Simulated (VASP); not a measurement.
# NbN in VASP: single point with PBE

Aim: the single point of NbN with PBE.

Everything below comes from runs of VASP 6.6.1. Logs are shortened: lines on timing, memory, paths and dates and some standing lists are left out, and cuts for length are marked.

## (1) The cell of the first run

The cell holds a slab with vacuum, 12 atoms: a = 3.127 Å, b = 3.127 Å, c = 26.054 Å, α = 90.00°, β = 90.00°, γ = 90.00°.

## (2) Single point, PBE

File INCAR:

```
PREC = Accurate
ENCUT = 520
EDIFF = 1E-6
ISMEAR = 0
SIGMA = 0.1
LREAL = F
LASPH = T
NELM = 120
ALGO = Normal
ISIF = 2
LWAVE = F
LCHARG = F
LDIPOL = T
IDIPOL = 3
DIPOL = 0.5 0.5 0.500
GGA = PE
NBANDS = 66
GGA_COMPAT = F
NELMDL = -8
```

File KPOINTS:

```
Automatic mesh
0
Gamma
  11 11 1
```

File POSCAR:

```
NbN
1.0
    3.1265030847      0.0000000000      0.0000000000
    0.0000000000      3.1265030847      0.0000000000
    0.0000000000      0.0000000000     26.0538576630
Nb N
6 6
Direct
    0.0000000000      0.0000000000      0.2878652404
    0.5000000000      0.5000000000      0.3727191443
    0.0000000000      0.0000000000      0.4575730481
    0.5000000000      0.5000000000      0.5424269519
    0.0000000000      0.0000000000      0.6272808557
    0.5000000000      0.5000000000      0.7121347596
    0.5000000000      0.5000000000      0.2878652404
    0.0000000000      0.0000000000      0.3727191443
    0.5000000000      0.5000000000      0.4575730481
    0.0000000000      0.0000000000      0.5424269519
    0.5000000000      0.5000000000      0.6272808557
    0.0000000000      0.0000000000      0.7121347596
```

Potentials or basis: VASP PAW PBE potentials, release 64 (Nb_sv, N).

The run is started by

```sh
$ cat potpaw_PBE.64/Nb_sv/POTCAR potpaw_PBE.64/N/POTCAR > POTCAR
$ mpirun -np 1 vasp_std > vasp.out
```

OUTCAR:

```text
PREC = Accurate
   ENCUT = 520
   EDIFF = 1E-6
   ISMEAR = 0
   LREAL = F
   LASPH = T
   NELM = 120
   ISIF = 2
   GGA = PE
   NELMDL = -8

 ion  position               nearest neighbor table
   1  0.000  0.000  0.288-   7 2.21   7 2.21   7 2.21   7 2.21   8 2.21
   2  0.500  0.500  0.373-   9 2.21   8 2.21   8 2.21   8 2.21   8 2.21   7 2.21
   3  0.000  0.000  0.458-  10 2.21   8 2.21   9 2.21   9 2.21   9 2.21   9 2.21
   4  0.500  0.500  0.542-   9 2.21  11 2.21  10 2.21  10 2.21  10 2.21  10 2.21
   5  0.000  0.000  0.627-  10 2.21  11 2.21  11 2.21  11 2.21  11 2.21  12 2.21
   6  0.500  0.500  0.712-  12 2.21  12 2.21  12 2.21  12 2.21  11 2.21
   7  0.500  0.500  0.288-   1 2.21   1 2.21   1 2.21   1 2.21   2 2.21
   8  0.000  0.000  0.373-   3 2.21   2 2.21   2 2.21   2 2.21   2 2.21   1 2.21
   9  0.500  0.500  0.458-   4 2.21   2 2.21   3 2.21   3 2.21   3 2.21   3 2.21
  10  0.000  0.000  0.542-   3 2.21   5 2.21   4 2.21   4 2.21   4 2.21   4 2.21
  11  0.500  0.500  0.627-   4 2.21   5 2.21   5 2.21   5 2.21   5 2.21   6 2.21
  12  0.000  0.000  0.712-   6 2.21   6 2.21   6 2.21   6 2.21   5 2.21

  LATTYP: Found a simple tetragonal cell.
 ALAT       =     3.1265030847
 C/A-ratio  =     8.3332262778

  Lattice vectors:

 A1 = (   3.1265030847,   0.0000000000,   0.0000000000)
 A2 = (   0.0000000000,   3.1265030847,   0.0000000000)
 A3 = (   0.0000000000,   0.0000000000,  26.0538576630)

Analysis of symmetry for initial positions (statically):
=====================================================================
 Subroutine PRICEL returns:
 Original cell was already a primitive cell.

 Routine SETGRP: Setting up the symmetry group for a
 simple tetragonal supercell.

 Subroutine GETGRP returns: Found 16 space group operations
 (whereof  8 operations were pure point group operations)
 out of a pool of 16 trial point group operations.

The static configuration has the point symmetry C_4v.
 The point group associated with its full space group is D_4h.

Analysis of symmetry for dynamics (positions and initial velocities):
=====================================================================
 Subroutine PRICEL returns:
 Original cell was already a primitive cell.

 Routine SETGRP: Setting up the symmetry group for a
 simple tetragonal supercell.

 Subroutine GETGRP returns: Found 16 space group operations
 (whereof  8 operations were pure point group operations)
 out of a pool of 16 trial point group operations.

The dynamic configuration has the point symmetry C_4v.
 The point group associated with its full space group is D_4h.

 Subroutine INISYM returns: Found 16 space group operations
 (whereof  8 operations are pure point group operations),
 and found     1 'primitive' translations

----------------------------------------------------------------------------------------

                                     Primitive cell

  volume of cell :     254.6770

  direct lattice vectors                    reciprocal lattice vectors
     3.126503085  0.000000000  0.000000000     0.319846158  0.000000000  0.000000000
     0.000000000  3.126503085  0.000000000     0.000000000  0.319846158  0.000000000
     0.000000000  0.000000000 26.053857663     0.000000000  0.000000000  0.038382032

  length of vectors
     3.126503085  3.126503085 26.053857663     0.319846158  0.319846158  0.038382032

  position of ions in fractional coordinates (direct lattice)
     0.000000000  0.000000000  0.287865240
     0.500000000  0.500000000  0.372719144
     0.000000000  0.000000000  0.457573048
     0.500000000  0.500000000  0.542426952
     0.000000000  0.000000000  0.627280856
     0.500000000  0.500000000  0.712134760
     0.500000000  0.500000000  0.287865240
     0.000000000  0.000000000  0.372719144
     0.500000000  0.500000000  0.457573048
     0.000000000  0.000000000  0.542426952
     0.500000000  0.500000000  0.627280856
     0.000000000  0.000000000  0.712134760

  ion indices of the primitive-cell ions
   primitive index   ion index
                 1           1
                 2           2
                 3           3
                 4           4
                 5           5
                 6           6
                 7           7
                 8           8
                 9           9
                10          10
                11          11
                12          12

----------------------------------------------------------------------------------------

 KPOINTS: Automatic mesh

Automatic generation of k-mesh.
 Grid dimensions read from file:
 generate k-points for:   11   11    1

 Generating k-lattice:

  Cartesian coordinates                     Fractional coordinates (reciprocal lattice)
     0.029076923  0.000000000  0.000000000     0.090909091  0.000000000  0.000000000
     0.000000000  0.029076923  0.000000000     0.000000000  0.090909091  0.000000000
     0.000000000  0.000000000  0.038382032     0.000000000  0.000000000  1.000000000

  Length of vectors
     0.029076923  0.029076923  0.038382032

  Shift w.r.t. Gamma in fractional coordinates (k-lattice)
     0.000000000  0.000000000  0.000000000

 Subroutine IBZKPT returns following result:
 ===========================================

 Found     21 irreducible k-points:

 Following reciprocal coordinates:
            Coordinates               Weight
  0.000000  0.000000  0.000000      1.000000
  0.090909  0.000000  0.000000      4.000000
  0.181818  0.000000  0.000000      4.000000
  0.272727  0.000000  0.000000      4.000000
  0.363636  0.000000  0.000000      4.000000
  0.454545  0.000000  0.000000      4.000000
[... 13 lines left out ...]
  0.454545  0.363636  0.000000      8.000000
  0.454545  0.454545  0.000000      4.000000
   k-points           NKPTS =     21   k-points in BZ     NKDIM =     21   number of bands    NBANDS=     66
   number of dos      NEDOS =    301   number of ions     NIONS =     12
   total plane-waves  NPLWV = 112896
   dimension x,y,z NGX =    24 NGY =   24 NGZ =  196
   dimension x,y,z NGXF=    48 NGYF=   48 NGZF=  392
   ions per type =               6   6
   NGX,Y,Z   is equivalent  to a cutoff of  12.76, 12.76, 12.51 a.u.
   NGXF,Y,Z  is equivalent  to a cutoff of  25.52, 25.52, 25.01 a.u.
 SYSTEM =  unknown system
   PREC   = accura    normal or accurate (medium, high low for compatibility)
   ISTART =      0    job   : 0-new  1-cont  2-samecut
   ICHARG =      2    charge: 1-file 2-atom 10-const
   ISPIN  =      1    spin polarized calculation?
   LNONCOLLINEAR =      F non collinear calculations
   LSORBIT =      F    spin-orbit coupling
   LASPH  =      T    aspherical Exc in radial PAW
   ENCUT  =  520.0 eV  38.22 Ry    6.18 a.u.   5.81  5.81 48.44*2*pi/ulx,y,z
   NELM   =    120;   NELMIN=  2; NELMDL= -8     # of ELM steps
   EDIFF  = 0.1E-05   stopping-criterion for ELM
   LREAL  =      F    real-space projection
   EDIFFG = 0.1E-04   stopping-criterion for IOM
   NSW    =      0    number of steps for IOM
   IBRION =     -1    ionic relax: 0-MD 1-quasi-New 2-CG
   NFREE  =      0    steps in history (QN), initial steepest desc. (CG)
   ISIF   =      2    stress and relaxation
   ISYM   =      2    0-nonsym 1-usesym 2-fastsym
   POTIM  = 0.5000    time-step for ionic-motion
   TEBEG  =    0.0;   TEEND  =   0.0 temperature during run
   PSTRESS=    0.0 pullay stress
   NELECT =     108.0000    total number of electrons
   NUPDOWN=      -1.0000    fix difference up-down
   EMIN   =  10.00;   EMAX   =-10.00  energy-range for DOS
   EFERMI =   0.00;   METHOD = LEGACY
   ISMEAR =     0;   SIGMA  =   0.10  broadening in eV -4-tet -1-fermi 0-gaus
   EFERMI_NEDOS =   21; number of points for ismear=-14 and -15
   IALGO  =     38    algorithm
   IMIX   =      4    mixing-type and parameters
     AMIX     =   0.40;   BMIX     =  1.00
     AMIX_MAG =   1.60;   BMIX_MAG =  1.00
  volume/ion in A,a.u.               =      21.22       143.22
  Fermi-wavevector in a.u.,A,eV,Ry     =   1.229946  2.324262 20.582458  1.512768
  Thomas-Fermi vector in A             =   2.364814
   LORBIT       =      0    0 simple, 1 ext, 2 COOP (PROOUT), +10 PAW based schemes
   GGA     = PE    functional components
   LHFCALC =     F    Hartree Fock is set to
   AEXX    =    0.0000 exact exchange contribution
   IVDW    =     0    specifies the selected vdW correction
   LEPSILON=     F    determine dielectric tensor
   LRPA    =     F    only Hartree local field effects (RPA)
 non-spin polarized calculation
 Gauss-broadening in eV      SIGMA  =   0.10
  energy-cutoff  :      520.00
  volume of cell :      254.68
 maximum number of plane-waves:      6922
 NGX is ok and might be reduce to    24
   NGX = 11   NGY = 11   NGZ = 97

 number of electron     108.0000000 magnetization

 dipolmoment           0.000000      0.000000     -0.000000 electrons x Angstroem

 Free energy of the ion-electron system (eV)
  ---------------------------------------------------
  ext. energy  EPLUGINS =         0.00000000
  ---------------------------------------------------
  free energy    TOTEN  =      -121.29394168 eV

  energy without entropy =     -121.26095187  energy(sigma->0) =     -121.27744677

 E-fermi :   5.4055     XC(G=0):  -7.5961

 val. band max:        5.3940773709   @ k =   0.1818   0.1818   0.0000
 cond. band min:       5.4076741625   @ k =   0.2727   0.0000   0.0000
 fundamental gap:      0.0135967917
 Fermi energy:         5.4054792224

 k-point     1 :       0.0000    0.0000    0.0000
  band No.  band energies     occupation
      1     -51.0028      2.00000
      2     -50.9603      2.00000
      3     -50.9455      2.00000
      4     -50.9159      2.00000
      5     -50.8426      2.00000
      6     -50.8325      2.00000
[... 58 lines left out ...]
     65       6.0349      0.00000
     66       6.3882      0.00000

 k-point     2 :       0.0909    0.0000    0.0000
  band No.  band energies     occupation
      1     -50.9969      2.00000
      2     -50.9553      2.00000
      3     -50.9415      2.00000
      4     -50.9135      2.00000
      5     -50.8410      2.00000
      6     -50.8317      2.00000
[... 58 lines left out ...]
     65       6.4681      0.00000
     66       6.9427      0.00000

 k-point     3 :       0.1818    0.0000    0.0000
  band No.  band energies     occupation
      1     -50.9803      2.00000
      2     -50.9417      2.00000
      3     -50.9307      2.00000
      4     -50.9072      2.00000
      5     -50.8372      2.00000
      6     -50.8300      2.00000
[... 1231 lines left out ...]
     65       7.8704      0.00000
     66       7.9066      0.00000

 k-point    21 :       0.4545    0.4545    0.0000
  band No.  band energies     occupation
      1     -50.8656      2.00000
      2     -50.8639      2.00000
      3     -50.8531      2.00000
      4     -50.8531      2.00000
      5     -50.7916      2.00000
      6     -50.7916      2.00000
[... 58 lines left out ...]
     65       8.0580      0.00000
     66       8.0889      0.00000

------------------------ aborting loop because EDIFF is reached ----------------------------------------

 vacuum level on the upper side and lower side of the slab       (xc-potential included)        -0.256        -0.256

  FORCE on cell =-STRESS in cart. coord.  units (eV):
  Direction    XX          YY          ZZ          XY          YZ          ZX
  --------------------------------------------------------------------------------------
  -------------------------------------------------------------------------------------
  Total       -7.5697559     -7.5697559     -3.0095160      0.0000000      0.0000000      0.0000000
  in kB      -47.6214594    -47.6214594    -18.9329148      0.0000000      0.0000000      0.0000000
  external PRESSURE =     -38.0586112 kB  Pullay stress =       0.0000000 kB

 VOLUME and BASIS-vectors are now :
 -----------------------------------------------------------------------------
  energy-cutoff  :      520.00
  volume of cell :      254.68
      direct lattice vectors                 reciprocal lattice vectors
     3.126503085  0.000000000  0.000000000     0.319846158  0.000000000  0.000000000
     0.000000000  3.126503085  0.000000000     0.000000000  0.319846158  0.000000000
     0.000000000  0.000000000 26.053857663     0.000000000  0.000000000  0.038382032

 POSITION                                       TOTAL-FORCE (eV/Angst)
 -----------------------------------------------------------------------------------
      0.00000      0.00000      7.50000         0.000000     -0.000000      2.401622
      1.56325      1.56325      9.71077        -0.000000     -0.000000     -0.605746
      0.00000      0.00000     11.92154         0.000000     -0.000000      0.546821
      1.56325      1.56325     14.13231        -0.000000      0.000000     -0.546821
      0.00000      0.00000     16.34309         0.000000      0.000000      0.605746
      1.56325      1.56325     18.55386         0.000000      0.000000     -2.401622
      1.56325      1.56325      7.50000        -0.000000     -0.000000     -1.467794
      0.00000      0.00000      9.71077         0.000000      0.000000     -0.744924
      1.56325      1.56325     11.92154         0.000000     -0.000000      0.129914
      0.00000      0.00000     14.13231         0.000000      0.000000     -0.129914
      1.56325      1.56325     16.34309        -0.000000     -0.000000      0.744924
      0.00000      0.00000     18.55386         0.000000      0.000000      1.467794
 -----------------------------------------------------------------------------------
    total drift:                                0.000000     -0.000000      0.000000

  FREE ENERGIE OF THE ION-ELECTRON SYSTEM (eV)
  ---------------------------------------------------
  free  energy   TOTEN  =      -121.2939416771 eV

  energy  without entropy=     -121.2609518709  energy(sigma->0) =     -121.27744677

 vacuum level on the upper side and lower side of the slab         8.429         8.429
```

Wall time 17 min (1 thread of Oxide Virtual Turin-like, shared host); peak memory 0.42 GiB.

Results:

```yaml
Free_energy: -121.2939 eV
Largest_force: 2.402 eV/Å
Band_gap_on_the_k_mesh: zero (bands 54 and 55 overlap by 2.29 eV)
```

Forces in eV/Å, atoms in the order of the input:
```
Nb   0.000  0.000  2.402
Nb   0.000  0.000 -0.606
Nb   0.000  0.000  0.547
Nb   0.000  0.000 -0.547
Nb   0.000  0.000  0.606
Nb   0.000  0.000 -2.402
N    0.000  0.000 -1.468
N    0.000  0.000 -0.745
N    0.000  0.000  0.130
N    0.000  0.000 -0.130
N    0.000  0.000  0.745
N    0.000  0.000  1.468
```
